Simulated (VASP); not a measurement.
Wanted: the native input for a VASP 6.6.1 run.

```
Task                               : single point
Functional                         : PBE0
Potentials or basis                : VASP PAW PBE potentials, release 64 (S, Mg)
Cutoff                             : 520 eV
k mesh                             : 4 × 4 × 4
Occupations                        : fermi-dirac, width 0.05 eV
Spin                               : no spin polarisation
Dipole correction                  : no
Grid for exact exchange (PRECFOCK) : Normal
Further INCAR settings             : ALGO = Normal; EDIFF = 1e-07; NBANDS = 11
Share of exact exchange            : 0.25
```

MgS:

```xyz
2
Lattice="0.0000 2.5485 2.5485 2.5485 0.0000 2.5485 2.5485 2.5485 0.0000" Properties=species:S:1:pos:R:3 pbc="T T T"
S     2.5485    2.5485    2.5485
Mg    0.0000    0.0000    0.0000
```

The input as run:

POSCAR

```
MgS
1.0
    0.0000000000      2.5485401997      2.5485401997
    2.5485401997      0.0000000000      2.5485401997
    2.5485401997      2.5485401997      0.0000000000
S Mg
1 1
Direct
    0.5000000000      0.5000000000      0.5000000000
    0.0000000000      0.0000000000      0.0000000000
```

INCAR.step1

```
ALGO = Normal
EDIFF = 1E-5
ENCUT = 520
GGA = PE
ISIF = 2
ISMEAR = -1
LASPH = True
LCHARG = False
LREAL = False
LWAVE = True
NBANDS = 11
NELM = 80
PREC = Accurate
SIGMA = 0.05
```

INCAR.step2

```
AEXX = 0.25
ALGO = Normal
EDIFF = 1E-7
ENCUT = 520
GGA = PE
ISIF = 2
ISMEAR = -1
ISTART = 1
LASPH = True
LCHARG = False
LHFCALC = True
LREAL = False
LWAVE = False
NBANDS = 11
NELM = 80
PREC = Accurate
PRECFOCK = Normal
SIGMA = 0.05
```

KPOINTS

```
k-points
0
Gamma
  4 4 4
```

Potentials or basis: VASP PAW PBE potentials, release 64 (S, Mg).

Run with:

```console
$ cat potpaw_PBE.64/S/POTCAR potpaw_PBE.64/Mg/POTCAR > POTCAR
$ cp INCAR.step1 INCAR
$ mpirun -np 1 vasp_std > vasp.out
$ cp INCAR.step2 INCAR
$ mpirun -np 1 vasp_std > vasp.out
```

It gave:

The pressure is 5.1 GPa and the band gap on the k mesh is 4.67 eV (least direct gap 6.12 eV).

Caveat: the k points lie up to 0.53 Å⁻¹ apart; the PAW data sets were made with another functional, which shifts forces and pressure a little.

It took 4.6 min on 1 thread of Intel Xeon 8259CL, on a shared host, peak memory 0.17 GiB.
